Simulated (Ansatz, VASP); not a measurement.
One calculation of InSb, two programs

```xyz
2
Lattice="0.0000 3.2391 3.2067 3.2391 0.0000 3.2067 3.2391 3.2391 0.0000" Properties=species:S:1:pos:R:3 pbc="T T T"
In    0.0000    0.0000    0.0000
Sb    4.8586    4.8586    4.8101
```

Change from the starting cell: strain -0.0100 x Voigt [0, 0, 1, 0, 0, 0], atoms carried along.

Alike in both runs: task single point; functional PBE; k mesh 12 × 12 × 12; occupations gaussian, width 0.15 eV; no spin polarisation.

|  | VASP | Ansatz |
| --- | --- | --- |
| version | VASP 6.6.1 | Ansatz 0.2.0 |
| potentials or method | VASP PAW PBE potentials, release 64 (In_d, Sb), cutoff 520 eV | scalar-relativistic, plane waves, PAW |
| valence electrons in the cell | 18 | 28 |

Ansatz gave:

| Item | Value |
| --- | --- |
| gap on the k mesh at the Fermi level (eV) | none |
| pressure (GPa) | 3.7 |
| traceless stress, the component that is largest in VASP (GPa) | 0.17 |

**Question.** Estimate VASP's values.

**Answer.** gap on the k mesh at the Fermi level (eV): none; pressure (GPa): 3.6; traceless stress, the component that is largest in VASP (GPa): 0.17.

A gap of «none» marks a metal or a gap that the smearing closes. VASP's potentials hold 18 valence electrons a cell and Ansatz's 28, so a difference there can come from the potentials and not from the codes.

Spin-orbit coupling is off throughout.
